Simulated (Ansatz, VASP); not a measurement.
## Two plane-wave programs on Cu

```
CELL_PARAMETERS angstrom
2.56704 0.00000 0.00000
-1.28352 2.22312 0.00000
0.00000 0.00000 29.67648
ATOMIC_POSITIONS crystal
Cu 0.33333 0.66667 0.25279
Cu 0.00000 0.00000 0.32283
Cu 0.66667 0.33333 0.39348
Cu 0.00000 0.00000 0.46454
Cu 0.33333 0.66667 0.53537
Cu 0.00000 0.00000 0.60647
Cu 0.66667 0.33333 0.67710
Cu 0.00000 0.00000 0.74743
```

Alike in both runs: functional PBE; k mesh 15 × 15 × 1; occupations gaussian, width 0.1 eV; no spin polarisation.

Ansatz relaxed the structure, and its values are those at the end. VASP's run is a single point on that final structure, the one shown.

```csv
,VASP,Ansatz
version,VASP 6.6.1,Ansatz 0.2.0
potentials or method,"VASP PAW PBE potentials, release 64 (Cu), cutoff 520 eV","scalar-relativistic, plane waves, PAW"
valence electrons in the cell,88,152
```

Ansatz gave:

```
gap on the k mesh at the Fermi level (eV) : none
rms of the force components (eV/Å)        : 0.000
```

Problem. Estimate VASP's values.

Solution. gap on the k mesh at the Fermi level (eV): none; rms of the force components (eV/Å): 0.006.

A gap of «none» marks a metal or a gap that the smearing closes. VASP's potentials hold 88 valence electrons a cell and Ansatz's 152, so a difference there can come from the potentials and not from the codes. Ansatz's warnings: xc potential rough in thin density.
